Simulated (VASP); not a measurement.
# KCl (Imm2) in VASP: single point with PBE

Aim: the single point of KCl with PBE.

Program: VASP 6.6.1. These are calculated values, not measurements. Logs are shortened: lines on timing, memory, paths and dates and some standing lists are left out, and cuts for length are marked.

## Step 1: The cell of the first run

Symmetry: Imm2, No. 44, orthorhombic system. The conventional cell has a = 4.394 Å, b = 6.091 Å, c = 4.488 Å, α = 90.00°, β = 90.00°, γ = 90.00°. K (site symmetry mm2) has 6 Cl at 3.05 to 3.23 Å within 4.0 Å. Within 4.0 Å of Cl (site symmetry mm2) lie 6 K at 3.05 to 3.23 Å.

## Step 2: Single point, PBE (strained and its atoms moved)

INCAR

```
SYSTEM = KCl
PREC = Accurate ; ENCUT = 520
EDIFF = 1E-6 ; ISMEAR = 0
SIGMA = 0.02 ; LREAL = .False.
LASPH = .True. ; NELM = 60
ALGO = Normal ; ISIF = 2
LWAVE = .False. ; LCHARG = .False.
GGA = PE ; NBANDS = 15
```

KPOINTS

```
regular mesh
0
Gamma
  6 6 6
  0 0 0
```

POSCAR

```
KCl
1.0
   -0.0328865620      3.0455733780      3.1402563780
    3.1073698160      0.0000000000      3.1073698160
    3.1402563780      3.0455733780     -0.0328865620
K Cl
1 1
Direct
    0.0134426688      0.0000000000     -0.0134426688
    0.4865573312      0.5000000000      0.5134426688
```

Potentials or basis: VASP PAW PBE potentials, release 64 (K_sv, Cl).

Command:

```console
cat potpaw_PBE.64/K_sv/POTCAR potpaw_PBE.64/Cl/POTCAR > POTCAR
mpirun -np 1 vasp_std > vasp.out
```

OUTCAR:

```text
SYSTEM = KCl
   PREC = Accurate
   ENCUT = 520
   EDIFF = 1E-6
   ISMEAR = 0
   LREAL = .False.
   LASPH = .True.
   NELM = 60
   ISIF = 2
   GGA = PE

 ion  position               nearest neighbor table
   1  0.013  0.000  0.987-   2 3.05   2 3.05   2 3.06   2 3.06   2 3.23   2 3.23
   2  0.487  0.500  0.513-   1 3.05   1 3.05   1 3.06   1 3.06   1 3.23   1 3.23

  LATTYP: Found a body centered orthorhombic cell.
 ALAT       =     4.3944845371
 B/A-ratio  =     1.0211668156
 C/A-ratio  =     1.3860890179

  Lattice vectors:

 A1 = (   3.1402563780,  -3.0455733780,  -0.0328865620)
 A2 = (  -3.1402563780,  -3.0455733780,   0.0328865620)
 A3 = (   0.0328865620,   3.0455733780,  -3.1402563780)

Analysis of symmetry for initial positions (statically):
=====================================================================
 Subroutine PRICEL returns:
 Original cell was already a primitive cell.

 Routine SETGRP: Setting up the symmetry group for a
 body centered orthorhombic supercell.

 Subroutine GETGRP returns: Found  4 space group operations
 (whereof  4 operations were pure point group operations)
 out of a pool of  8 trial point group operations.

The static configuration has the point symmetry C_2v.

Analysis of symmetry for dynamics (positions and initial velocities):
=====================================================================
 Subroutine PRICEL returns:
 Original cell was already a primitive cell.

 Routine SETGRP: Setting up the symmetry group for a
 body centered orthorhombic supercell.

 Subroutine GETGRP returns: Found  4 space group operations
 (whereof  4 operations were pure point group operations)
 out of a pool of  8 trial point group operations.

The dynamic configuration has the point symmetry C_2v.

 Subroutine INISYM returns: Found  4 space group operations
 (whereof  4 operations are pure point group operations),
 and found     1 'primitive' translations

----------------------------------------------------------------------------------------

                                     Primitive cell

  volume of cell :      60.0595

  direct lattice vectors                    reciprocal lattice vectors
    -0.032886562  3.045573378  3.140256378    -0.157572479  0.164172699  0.157572479
     3.107369816  0.000000000  3.107369816     0.160907787 -0.164172699  0.160907787
     3.140256378  3.045573378 -0.032886562     0.157572479  0.164172699 -0.157572479

  length of vectors
     4.374678142  4.394484537  4.374678142     0.276786646  0.280598123  0.276786646

  position of ions in fractional coordinates (direct lattice)
     0.013442669  1.000000000  0.986557331
     0.486557331  0.500000000  0.513442669

  ion indices of the primitive-cell ions
   primitive index   ion index
                 1           1
                 2           2

----------------------------------------------------------------------------------------

 KPOINTS: regular mesh

Automatic generation of k-mesh.
 Grid dimensions read from file:
 generate k-points for:    6    6    6

 Generating k-lattice:

  Cartesian coordinates                     Fractional coordinates (reciprocal lattice)
    -0.026262080  0.027362116  0.026262080     0.166666667  0.000000000 -0.000000000
     0.026817964 -0.027362116  0.026817964     0.000000000  0.166666667  0.000000000
     0.026262080  0.027362116 -0.026262080    -0.000000000  0.000000000  0.166666667

  Length of vectors
     0.046131108  0.046766354  0.046131108

  Shift w.r.t. Gamma in fractional coordinates (k-lattice)
     0.000000000  0.000000000  0.000000000

 Subroutine IBZKPT returns following result:
 ===========================================

 Found     46 irreducible k-points:

 Following reciprocal coordinates:
            Coordinates               Weight
  0.000000  0.000000  0.000000      1.000000
  0.166667  0.000000 -0.000000      4.000000
  0.333333  0.000000 -0.000000      4.000000
  0.500000  0.000000 -0.000000      2.000000
  0.000000  0.166667  0.000000      4.000000
  0.166667  0.166667  0.000000      4.000000
[... 16 lines left out ...]
  0.500000  0.000000  0.166667      4.000000
 -0.333333  0.000000  0.166667      4.000000
 [... further k-points ...]
   k-points           NKPTS =     46   k-points in BZ     NKDIM =     46   number of bands    NBANDS=     15
   number of dos      NEDOS =    301   number of ions     NIONS =      2
   total plane-waves  NPLWV =  46656
   dimension x,y,z NGX =    36 NGY =   36 NGZ =   36
   dimension x,y,z NGXF=    72 NGYF=   72 NGZF=   72
   ions per type =               1   1
   NGX,Y,Z   is equivalent  to a cutoff of  13.68, 13.62, 13.68 a.u.
   NGXF,Y,Z  is equivalent  to a cutoff of  27.36, 27.24, 27.36 a.u.
 SYSTEM =  KCl
   PREC   = accura    normal or accurate (medium, high low for compatibility)
   ISTART =      0    job   : 0-new  1-cont  2-samecut
   ICHARG =      2    charge: 1-file 2-atom 10-const
   ISPIN  =      1    spin polarized calculation?
   LNONCOLLINEAR =      F non collinear calculations
   LSORBIT =      F    spin-orbit coupling
   LASPH  =      T    aspherical Exc in radial PAW
   ENCUT  =  520.0 eV  38.22 Ry    6.18 a.u.   8.13  8.17  8.13*2*pi/ulx,y,z
   NELM   =     60;   NELMIN=  2; NELMDL= -5     # of ELM steps
   EDIFF  = 0.1E-05   stopping-criterion for ELM
   LREAL  =      F    real-space projection
   EDIFFG = 0.1E-04   stopping-criterion for IOM
   NSW    =      0    number of steps for IOM
   IBRION =     -1    ionic relax: 0-MD 1-quasi-New 2-CG
   NFREE  =      0    steps in history (QN), initial steepest desc. (CG)
   ISIF   =      2    stress and relaxation
   ISYM   =      2    0-nonsym 1-usesym 2-fastsym
   POTIM  = 0.5000    time-step for ionic-motion
   TEBEG  =    0.0;   TEEND  =   0.0 temperature during run
   PSTRESS=    0.0 pullay stress
   NELECT =      16.0000    total number of electrons
   NUPDOWN=      -1.0000    fix difference up-down
   EMIN   =  10.00;   EMAX   =-10.00  energy-range for DOS
   EFERMI =   0.00;   METHOD = LEGACY
   ISMEAR =     0;   SIGMA  =   0.02  broadening in eV -4-tet -1-fermi 0-gaus
   EFERMI_NEDOS =   21; number of points for ismear=-14 and -15
   IALGO  =     38    algorithm
   IMIX   =      4    mixing-type and parameters
     AMIX     =   0.40;   BMIX     =  1.00
     AMIX_MAG =   1.60;   BMIX_MAG =  1.00
  volume/ion in A,a.u.               =      30.03       202.65
  Fermi-wavevector in a.u.,A,eV,Ry     =   1.053386  1.990611 15.097330  1.109622
  Thomas-Fermi vector in A             =   2.188506
   LORBIT       =      0    0 simple, 1 ext, 2 COOP (PROOUT), +10 PAW based schemes
   GGA     = PE    functional components
   LHFCALC =     F    Hartree Fock is set to
   AEXX    =    0.0000 exact exchange contribution
   IVDW    =     0    specifies the selected vdW correction
   LEPSILON=     F    determine dielectric tensor
   LRPA    =     F    only Hartree local field effects (RPA)
 non-spin polarized calculation
 Gauss-broadening in eV      SIGMA  =   0.02
  energy-cutoff  :      520.00
  volume of cell :       60.06
 maximum number of plane-waves:      1629
 NGX is ok and might be reduce to    36
   NGX = 17   NGY = 17   NGZ = 17

 number of electron      16.0000001 magnetization

 Free energy of the ion-electron system (eV)
  ---------------------------------------------------
  ext. energy  EPLUGINS =         0.00000000
  ---------------------------------------------------
  free energy    TOTEN  =        -6.77089800 eV

  energy without entropy =       -6.77089800  energy(sigma->0) =       -6.77089800

 E-fermi :  -1.5018     XC(G=0):  -7.6870

 val. band max:       -1.6798118946   @ k =   0.0000   0.0000   0.0000
 cond. band min:       3.6180013110   @ k =   0.0000   0.0000   0.0000
 fundamental gap:      5.2978132057
 Fermi energy:        -1.5018475298

 k-point     1 :       0.0000    0.0000    0.0000
  band No.  band energies     occupation
      1     -28.7963      2.00000
      2     -13.8581      2.00000
      3     -12.2599      2.00000
      4     -12.2596      2.00000
      5     -12.2546      2.00000
      6      -1.7232      2.00000
      7      -1.6872      2.00000
      8      -1.6798      2.00000
      9       3.6180      0.00000
     10       6.5897      0.00000
     11       6.7271      0.00000
     12       6.8580      0.00000
     13       7.5589      0.00000
     14       7.7026      0.00000
     15      11.3843      0.00000

 k-point     2 :       0.1667    0.0000   -0.0000
  band No.  band energies     occupation
      1     -28.7931      2.00000
      2     -13.9160      2.00000
      3     -12.2637      2.00000
      4     -12.2606      2.00000
      5     -12.1814      2.00000
      6      -2.0386      2.00000
      7      -1.7863      2.00000
      8      -1.7755      2.00000
      9       4.2655      0.00000
     10       6.5153      0.00000
     11       7.0816      0.00000
     12       7.1118      0.00000
     13       7.9518      0.00000
     14       8.1174      0.00000
     15      12.2733      0.00000

 k-point     3 :       0.3333    0.0000   -0.0000
  band No.  band energies     occupation
      1     -28.7868      2.00000
      2     -14.0195      2.00000
      3     -12.2719      2.00000
      4     -12.2617      2.00000
      5     -12.0465      2.00000
      6      -2.5803      2.00000
      7      -1.9620      2.00000
      8      -1.9419      2.00000
      9       5.4943      0.00000
     10       6.6417      0.00000
     11       8.0168      0.00000
     12       8.0418      0.00000
     13       8.9489      0.00000
     14       9.1452      0.00000
     15      11.2702      0.00000
[... 343 lines left out ...]
 k-point    23 :       0.5000    0.0000    0.1667
  band No.  band energies     occupation
      1     -28.7824      2.00000
      2     -13.9990      2.00000
      3     -12.2948      2.00000
      4     -12.2891      2.00000
      5     -12.0658      2.00000
      6      -2.6536      2.00000
      7      -2.0880      2.00000
      8      -1.9966      2.00000
      9       6.0257      0.00000
     10       6.7133      0.00000
     11       8.6728      0.00000
     12       9.0562      0.00000
     13       9.2434      0.00000
     14       9.6513      0.00000
     15      10.4504      0.00000

 k-point    24 :      -0.3333    0.0000    0.1667
  band No.  band energies     occupation
      1     -28.7839      2.00000
      2     -13.9856      2.00000
      3     -12.3106      2.00000
      4     -12.2764      2.00000
      5     -12.0729      2.00000
      6      -2.6012      2.00000
      7      -2.0218      2.00000
      8      -2.0064      2.00000
      9       6.0246      0.00000
     10       6.6958      0.00000
     11       8.2730      0.00000
     12       8.5012      0.00000
     13       8.9959      0.00000
     14       9.9385      0.00000
     15      10.2662      0.00000

 [... further k-points ...]

------------------------ aborting loop because EDIFF is reached ----------------------------------------

  FORCE on cell =-STRESS in cart. coord.  units (eV):
  Direction    XX          YY          ZZ          XY          YZ          ZX
  --------------------------------------------------------------------------------------
  -------------------------------------------------------------------------------------
  Total        0.4942728      0.9716190      0.4942728      0.0000000      0.0000000      0.0631763
  in kB       13.1854710     25.9193985     13.1854710      0.0000000      0.0000000      1.6853232
  external PRESSURE =      17.4301135 kB  Pullay stress =       0.0000000 kB

 VOLUME and BASIS-vectors are now :
 -----------------------------------------------------------------------------
  energy-cutoff  :      520.00
  volume of cell :       60.06
      direct lattice vectors                 reciprocal lattice vectors
    -0.032886562  3.045573378  3.140256378    -0.157572479  0.164172699  0.157572479
     3.107369816  0.000000000  3.107369816     0.160907787 -0.164172699  0.160907787
     3.140256378  3.045573378 -0.032886562     0.157572479  0.164172699 -0.157572479

 POSITION                                       TOTAL-FORCE (eV/Angst)
 -----------------------------------------------------------------------------------
      3.09760      3.04557      0.00977         0.116757      0.000000     -0.116757
      3.15003      3.04557      3.06471        -0.116757      0.000000      0.116757
 -----------------------------------------------------------------------------------
    total drift:                               -0.000005      0.000000      0.000005

  FREE ENERGIE OF THE ION-ELECTRON SYSTEM (eV)
  ---------------------------------------------------
  free  energy   TOTEN  =        -6.7708980004 eV

  energy  without entropy=       -6.7708980004  energy(sigma->0) =       -6.77089800
```

Wall time 65 s (1 thread of Intel Xeon 8259CL, shared host); peak memory 0.22 GiB.

Results:

| Quantity | Value |
| --- | --- |
| Free energy | -6.7709 eV |
| Pressure | 1.7 GPa |
| Largest force | 0.165 eV/Å |
| Band gap on the k mesh | 5.30 eV |

Forces on the atoms (eV/Å):
```
K    0.117  0.000 -0.117
Cl  -0.117  0.000  0.117
```

Caveat: the cell differs from its parent crystal (strained and its atoms moved).
